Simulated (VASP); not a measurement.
Set up this calculation in VASP 6.6.1, as the native input.

| Quantity | Value |
| --- | --- |
| Task | single point |
| Functional | PBEsol |
| Potentials or basis | VASP PAW PBE potentials, release 64 (Ta_pv, V_sv, N) |
| Cutoff | 520 eV |
| k mesh | 9 × 9 × 6 |
| Occupations | fermi-dirac, width 0.05 eV |
| Spin | collinear spin, ferromagnetic start |
| Starting moments | [0.0, 2.0, 0.0, 0.0] μB |
| Dipole correction | no |
| Further INCAR settings | ALGO = Normal; EDIFF = 1e-06; NBANDS = 29 |

The structure of TaVN2 lies in POSCAR:

```
TaVN2
1.0
    3.0700653833      0.0000000000      0.0000000000
    0.0000000000      3.0700653833      0.0000000000
    0.0000000000      0.0000000000      4.3245135709
Ta V N
1 1 2
Direct
    0.0000000000      0.0000000000      0.0000000000
    0.5000000000      0.5000000000      0.5000000000
    0.5000000000      0.5000000000      0.0000000000
    0.0000000000      0.0000000000      0.5000000000
```

The input as run:

INCAR

```
SYSTEM = TaVN2
PREC     = Accurate       ! precision mode
ENCUT    = 520            ! plane-wave cutoff, eV
EDIFF    = 1E-6           ! SCF threshold, eV
ISMEAR   = -1             ! smearing method
SIGMA    = 0.05           ! smearing width, eV
LREAL    = .FALSE.        ! projectors in reciprocal space
LASPH    = .TRUE.         ! aspherical terms in the spheres
NELM     = 150            ! most SCF steps
ALGO     = Normal         ! electronic algorithm
ISIF     = 2              ! what is computed and relaxed
LWAVE    = .FALSE.        ! write WAVECAR
LCHARG   = .FALSE.        ! write CHGCAR
ISPIN    = 2              ! spin polarisation
MAGMOM   = 0 2 0 0        ! initial moments
LORBIT   = 11             ! projections on sites
LMAXMIX  = 4              ! l up to which the mixer works
GGA      = PS             ! functional
NBANDS   = 29             ! bands
```

KPOINTS

```
regular mesh
0
G
  9 9 6
  0 0 0
```

Potentials or basis: VASP PAW PBE potentials, release 64 (Ta_pv, V_sv, N).

The run is started by

```console
$ cat potpaw_PBE.64/Ta_pv/POTCAR potpaw_PBE.64/V_sv/POTCAR potpaw_PBE.64/N/POTCAR > POTCAR
$ mpirun -np 1 vasp_std > vasp.out
```

It gave:

```yaml
Pressure: -15.6 GPa
Net_moment: 1.04 μB per cell
Site_moments: Ta -0.05; V +0.99; N +0.01 μB
Valence_electrons_inside_the_program's_atomic_spheres: Ta 8.91; V 11.53; N 3.74, 3.70
```

Caveat: the cell stands under tension; the PAW data sets were made with another functional, which shifts forces and pressure a little.

It took 110 s on 1 thread of Intel Xeon 6975P-C, with other jobs on the host, peak memory 0.25 GiB.
